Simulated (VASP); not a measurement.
# InSe (C2/m) in VASP: electric field gradients with LDA

Aim: the electric field gradients of InSe with LDA.

Program: VASP 6.6.1. These are calculated values, not measurements. Logs are shortened: lines on timing, memory, paths and dates and some standing lists are left out, and cuts for length are marked.

**1. The cell of the first run**

It takes space group C2/m (No. 12, monoclinic). The conventional cell has a = 11.653 Å, b = 4.109 Å, c = 5.073 Å, α = 90.00°, β = 109.86°, γ = 90.00°. Within 3.5 Å of In (site symmetry m) lie 3 Se at 2.68 to 2.69 Å and 1 In at 2.80 Å. Se (site symmetry m) has 7 In at 2.68 to 4.18 Å and 7 Se at 3.55 to 4.11 Å within 4.2 Å.

**2. Electric field gradients, LDA**

The input, INCAR:

```
  PREC = Accurate
  ENCUT = 520
  EDIFF = 1E-8
  ISMEAR = -1
  SIGMA = 0.03
  LREAL = F
  LASPH = T
  NELM = 100
  ALGO = Normal
  ISIF = 2
  LWAVE = F
  LCHARG = F
  LEFG = T
  NBANDS = 27
```

The input, KPOINTS:

```
regular mesh
0
Gamma
  7 7 6
```

The input, POSCAR:

```
InSe
1.0
    5.8263928781     -2.0546489550      0.0000000000
    5.8263928781      2.0546489550      0.0000000000
   -1.7232330140      0.0000000000      4.7713478577
In Se
2 2
Direct
    0.1117967500      0.1117967500      0.9531586400
    0.8882032500      0.8882032500      0.0468413600
    0.3390724100      0.3390724100      0.3310443800
    0.6609275900      0.6609275900      0.6689556200
```

Potentials or basis: VASP PAW LDA potentials, release 64 (In_d, Se).

Started as:

```sh
$ cat potpaw_LDA.64/In_d/POTCAR potpaw_LDA.64/Se/POTCAR > POTCAR
$ mpirun -np 1 vasp_std > vasp.out
```

OUTCAR:

```text
PREC = Accurate
   ENCUT = 520
   EDIFF = 1E-8
   ISMEAR = -1
   LREAL = F
   LASPH = T
   NELM = 100
   ISIF = 2

 ion  position               nearest neighbor table
   1  0.112  0.112  0.953-   4 2.68   4 2.68   3 2.69   2 2.80   2 3.71   2 3.71
   2  0.888  0.888  0.047-   3 2.68   3 2.68   4 2.69   1 2.80   1 3.71   1 3.71
   3  0.339  0.339  0.331-   2 2.68   2 2.68   1 2.69
   4  0.661  0.661  0.669-   1 2.68   1 2.68   2 2.69

  LATTYP: Found a base centered monoclinic cell.
 ALAT       =    11.6527857562
 B/A-ratio  =     0.3526451096
 C/A-ratio  =     0.4353462338
 COS(beta)  =    -0.3396874117

  Lattice vectors:

 A1 = (   5.8263928781,  -2.0546489550,   0.0000000000)
 A2 = (   5.8263928781,   2.0546489550,   0.0000000000)
 A3 = (  -1.7232330140,   0.0000000000,   4.7713478577)

Analysis of symmetry for initial positions (statically):
=====================================================================
 Subroutine PRICEL returns:
 Original cell was already a primitive cell.

 Routine SETGRP: Setting up the symmetry group for a
 base centered monoclinic supercell.

 Subroutine GETGRP returns: Found  4 space group operations
 (whereof  4 operations were pure point group operations)
 out of a pool of  4 trial point group operations.

The static configuration has the point symmetry C_2h.

Analysis of symmetry for dynamics (positions and initial velocities):
=====================================================================
 Subroutine PRICEL returns:
 Original cell was already a primitive cell.

 Routine SETGRP: Setting up the symmetry group for a
 base centered monoclinic supercell.

 Subroutine GETGRP returns: Found  4 space group operations
 (whereof  4 operations were pure point group operations)
 out of a pool of  4 trial point group operations.

The dynamic configuration has the point symmetry C_2h.

 Subroutine INISYM returns: Found  4 space group operations
 (whereof  4 operations are pure point group operations),
 and found     1 'primitive' translations

----------------------------------------------------------------------------------------

                                     Primitive cell

  volume of cell :     114.2374

  direct lattice vectors                    reciprocal lattice vectors
     5.826392878 -2.054648955  0.000000000     0.085816389 -0.243350573  0.030993681
[... 137 lines left out ...]

 E-fermi :   4.2756     XC(G=0):  -9.4160

 val. band max:        3.7594757679   @ k =  -0.4286  -0.4286   0.1667
 cond. band min:       4.7671530119   @ k =   0.0000   0.0000   0.5000
 fundamental gap:      1.0076772440
 Fermi energy:         4.2755708535

 k-point     1 :       0.0000    0.0000    0.0000
  band No.  band energies     occupation
      1     -10.6853      2.00000
      2     -10.5707      2.00000
      3     -10.3802      2.00000
      4     -10.3475      2.00000
      5     -10.3085      2.00000
      6     -10.3058      2.00000
[... 709 lines left out ...]
     26      10.3418      0.00000
     27      11.5857      0.00000

 [... further k-points ...]

------------------------ aborting loop because EDIFF is reached ----------------------------------------

  FORCE on cell =-STRESS in cart. coord.  units (eV):
  Direction    XX          YY          ZZ          XY          YZ          ZX
  --------------------------------------------------------------------------------------
  -------------------------------------------------------------------------------------
  Total       -2.3070288     -1.8271172     -1.6078189      0.0000000      0.0000000      0.0277148
  in kB      -32.3560228    -25.6252734    -22.5496201      0.0000000      0.0000000      0.3886992
  external PRESSURE =     -26.8436388 kB  Pullay stress =       0.0000000 kB

 VOLUME and BASIS-vectors are now :
 -----------------------------------------------------------------------------
  energy-cutoff  :      520.00
  volume of cell :      114.24
      direct lattice vectors                 reciprocal lattice vectors
     5.826392878 -2.054648955  0.000000000     0.085816389 -0.243350573  0.030993681
     5.826392878  2.054648955  0.000000000     0.085816389  0.243350573  0.030993681
    -1.723233014  0.000000000  4.771347858     0.000000000  0.000000000  0.209584384

 POSITION                                       TOTAL-FORCE (eV/Angst)
 -----------------------------------------------------------------------------------
     -0.33977      0.00000      4.54785         0.060852      0.000000     -0.007706
     10.26932      0.00000      0.22350        -0.060852      0.000000      0.007706
      3.38067      0.00000      1.57953        -0.002714      0.000000     -0.068258
      6.54888      0.00000      3.19182         0.002714      0.000000      0.068258
 -----------------------------------------------------------------------------------
    total drift:                               -0.000000     -0.000000      0.000000

  FREE ENERGIE OF THE ION-ELECTRON SYSTEM (eV)
  ---------------------------------------------------
  free  energy   TOTEN  =       -16.5315621013 eV

  energy  without entropy=      -16.5315621006  energy(sigma->0) =      -16.53156210

 Electric field gradients (V/A^2)
---------------------------------------------------------------------
 ion       V_xx      V_yy      V_zz      V_xy      V_xz      V_yz
---------------------------------------------------------------------
   1    -125.885    39.653    86.232     0.000    26.427    -0.000
   2    -125.885    39.653    86.232     0.000    26.427    -0.000
   3      49.344    29.237   -78.580    -0.000     3.726    -0.000
   4      49.344    29.237   -78.580     0.000     3.726     0.000
---------------------------------------------------------------------

 Electric field gradients after diagonalization (V/A^2)
 (convention: |V_zz| > |V_xx| > |V_yy|)
----------------------------------------------------------------------
 ion       V_xx      V_yy      V_zz     asymmetry (V_yy - V_xx)/ V_zz
----------------------------------------------------------------------
   1      89.475    39.653  -129.128       0.386
   2      89.475    39.653  -129.128       0.386
   3      49.452    29.237   -78.689       0.257
   4      49.452    29.237   -78.689       0.257
----------------------------------------------------------------------

           NMR quadrupolar parameters

 Cq : quadrupolar parameter    Cq=e*Q*V_zz/h
 eta: asymmetry parameters     (V_yy - V_xx)/ V_zz
 Q  : nuclear electric quadrupole moment in mb (millibarn)
----------------------------------------------------------------------
 ion       Cq(MHz)       eta       Q (mb)
----------------------------------------------------------------------
   1      -0.312       0.386       1.000
   2      -0.312       0.386       1.000
   3      -0.190       0.257       1.000
   4      -0.190       0.257       1.000
----------------------------------------------------------------------
```

OSZICAR:

```text
N       E                     dE             d eps       ncg     rms          rms(c)
DAV:   1     0.333072670271E+03    0.33307E+03   -0.17471E+04  4752   0.157E+03
DAV:   2     0.229716903979E+02   -0.31010E+03   -0.30083E+03  4791   0.384E+02
DAV:   3    -0.152933958707E+02   -0.38265E+02   -0.37619E+02  6037   0.145E+02
DAV:   4    -0.170034141598E+02   -0.17100E+01   -0.17046E+01  5760   0.311E+01
DAV:   5    -0.170604410802E+02   -0.57027E-01   -0.57018E-01  6876   0.583E+00    0.654E+00
DAV:   6    -0.165787551634E+02    0.48169E+00   -0.86456E-01  6698   0.148E+01    0.392E+00
DAV:   7    -0.165389768673E+02    0.39778E-01   -0.32699E-01  7057   0.405E+00    0.113E+00
DAV:   8    -0.165324648303E+02    0.65120E-02   -0.33473E-02  7259   0.198E+00    0.546E-01
DAV:   9    -0.165315678234E+02    0.89701E-03   -0.49406E-03  6867   0.680E-01    0.191E-01
DAV:  10    -0.165315604838E+02    0.73395E-05   -0.36708E-04  5823   0.173E-01    0.992E-02
DAV:  11    -0.165315661928E+02   -0.57090E-05   -0.12323E-04  7344   0.125E-01    0.261E-02
DAV:  12    -0.165315620839E+02    0.41089E-05   -0.21019E-05  6712   0.424E-02    0.161E-02
DAV:  13    -0.165315621549E+02   -0.70967E-07   -0.33929E-06  6970   0.115E-02    0.652E-03
DAV:  14    -0.165315621091E+02    0.45792E-07   -0.70619E-07  7288   0.987E-03    0.254E-03
DAV:  15    -0.165315621013E+02    0.78126E-08   -0.50376E-08  4701   0.206E-03
   1 F= -.16531562E+02 E0= -.16531562E+02  d E =-.724512E-09
```

stdout:

```text
POSCAR found type information on POSCAR InSe
 POSCAR found :  2 types and       4 ions
 scaLAPACK will be used
 LDA part: xc-table for (Slater(with rela. corr.)+CA(PZ))
 , standard interpolation
 POSCAR, INCAR and KPOINTS ok, starting setup
 FFT: planning ... GRIDC
 FFT: planning ... GRID_SOFT
 FFT: planning ... GRID
 WAVECAR not read
 entering main loop
ion   1

ion   2

ion   3

ion   4
```

Wall time 10 min (1 thread of AMD EPYC, shared host); peak memory 0.36 GiB.

Results:

```
Free energy                             : -16.5316 eV
Pressure                                : -2.7 GPa
Largest force                           : 0.068 eV/Å
Band gap on the k mesh                  : 1.01 eV (least direct gap 1.08 eV)
Largest electric field gradient by atom : In -129.1; Se -78.7 V/Å²
```

Forces on the atoms (eV/Å):
```
In   0.061  0.000 -0.008
In  -0.061  0.000  0.008
Se  -0.003  0.000 -0.068
Se   0.003  0.000  0.068
```

Stress tensor (GPa, compression positive):
```
-3.24  0.00  0.04
 0.00 -2.56  0.00
 0.04  0.00 -2.25
```

Electric field gradients, principal values (V/Å²):
```
atom   least  middle  greatest (by size)
1 In  39.653  89.475            -129.128
2 In  39.653  89.475            -129.128
3 Se  29.237  49.452             -78.689
4 Se  29.237  49.452             -78.689
```

Caveat: without QUAD_EFG the Cq values of the log hold for a quadrupole moment of 1 mb, not for the nuclei; spin-orbit coupling is left out, which moves the levels of the heavy elements; an odd mesh through Γ misses points on the zone boundary, where band edges can lie.
